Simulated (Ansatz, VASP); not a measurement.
# KF in VASP and in Ansatz

```xyz
2
Lattice="0.0000 2.6544 2.6544 2.6544 0.0000 2.6544 2.6544 2.6544 0.0000" Properties=species:S:1:pos:R:3 pbc="T T T"
K     1.0644    2.8986    2.4766
F     3.7188    5.5530    5.1310
```

Alike in both runs: task single point; functional PBE; k mesh 8 × 8 × 8; no spin polarisation; Hubbard terms F p U = 1.8 eV.

|  | VASP | Ansatz |
| --- | --- | --- |
| version | VASP 6.6.1 | Ansatz 0.2.0 |
| potentials or method | VASP PAW PBE potentials, release 64 (K_sv, F), cutoff 600 eV | scalar-relativistic, plane waves, PAW |
| occupations | methfessel-paxton of order 1, width 0.136057 eV | methfessel-paxton of order 1 |
| valence electrons in the cell | 16 | 16 |

```tsv
	VASP	Ansatz	Ansatz less VASP
gap on the k mesh at the Fermi level (eV)	6.44	7.00	+0.560
least direct gap on the mesh (eV)	6.44	7.00	+0.560
pressure (GPa)	1.8	2.1	+0.26
```

The programs project onto different local orbitals, so the same U acts differently, and such runs can settle in different states.
